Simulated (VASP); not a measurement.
Here is a VASP 6.6.1 calculation.

The input INCAR:

```
  PREC = Accurate
  ENCUT = 600
  EDIFF = 1E-6
  ISMEAR = -1
  SIGMA = 0.02
  LREAL = F
  LASPH = T
  NELM = 120
  ALGO = Normal
  ISIF = 2
  LWAVE = F
  LCHARG = F
  GGA = PE
  NBANDS = 28
  GGA_COMPAT = F
```

File KPOINTS:

```
regular mesh
0
Gamma
  6 6 6
```

POSCAR

```
SnO
1.0
    3.7167363005      0.0000000000      0.0000000000
    0.0000000000      3.7167363005      0.0000000000
    0.0000000000      0.0000000000      4.6632194833
Sn O
2 2
Direct
    0.0000000000      0.5000000000      0.2499927961
    0.5000000000      0.0000000000      0.7500072039
    0.5000000000      0.5000000000      0.0000000000
    0.0000000000      0.0000000000      0.0000000000
```

Potentials or basis: VASP PAW PBE potentials, release 64 (Sn_d, O).

Command:

```sh
$ cat potpaw_PBE.64/Sn_d/POTCAR potpaw_PBE.64/O/POTCAR > POTCAR
$ mpirun -np 1 vasp_std > vasp.out
```

Question: What does it give for the band gap on the k mesh?

Answer: Zero (band 20 reaches 8.52 eV, above the bottom of band 21 at 7.89 eV).

Question: Estimate the largest force.

Answer: 0.604 eV/Å.

Question: What does it give for the pressure?

Answer: 9.8 GPa.

Forces in eV/Å, atoms in the order of the input:
```
Sn   0.000  0.000  0.604
Sn   0.000  0.000 -0.604
O    0.000  0.000  0.000
O    0.000  0.000  0.000
```

Caveat: the cell differs from its parent crystal (strain -2.0%); spin-orbit coupling is left out, which moves the levels of the heavy elements.
